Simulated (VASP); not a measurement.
A run of VASP 6.6.1 is set up as follows.

The input INCAR:

```
PREC = Accurate ; ENCUT = 500
EDIFF = 1E-7 ; ISMEAR = -1
SIGMA = 0.05 ; LREAL = F
LASPH = T ; NELM = 120
ALGO = Normal ; ISIF = 3
LWAVE = F ; LCHARG = F
GGA = RE ; IVDW = 12
IBRION = 2 ; NSW = 80
EDIFFG = -0.02 ; GGA_COMPAT = F
NELMIN = 4
```

KPOINTS

```
Automatic mesh
0
Gamma
  8 8 8
```

File POSCAR:

```
HgSe
1.0
    0.0000000000      3.0390000000      3.0390000000
    3.0390000000      0.0000000000      3.0390000000
    3.0390000000      3.0390000000      0.0000000000
Hg Se
1 1
Direct
    0.0000000000      0.0000000000      0.0000000000
    0.7500000000      0.7500000000      0.7500000000
```

Potentials or basis: VASP PAW PBE potentials, release 64 (Hg, Se).

Launch:

```sh
$ cat potpaw_PBE.64/Hg/POTCAR potpaw_PBE.64/Se/POTCAR > POTCAR
$ mpirun -np 1 vasp_std > vasp.out
```

Q: Estimate the relaxed cell.

A: a = 4.356 Å, b = 4.356 Å, c = 4.356 Å, α = 60.00°, β = 60.00°, γ = 60.00°.

Q: What does it give for the relaxed volume?

A: 29.21 Å³/atom.

Final structure:
```xyz
2
Lattice="0.0000 3.0799 3.0799 3.0799 0.0000 3.0799 3.0799 3.0799 0.0000" Properties=species:S:1:pos:R:3 pbc="T T T"
Hg    0.0000    0.0000    0.0000
Se    4.6198    4.6198    4.6198
```

Caveat: the PAW data sets were made with another functional, which shifts forces and pressure a little; pairwise dispersion overbinds metals, which lowers pressure and volume. Zero-point motion and thermal expansion aren't in these numbers.
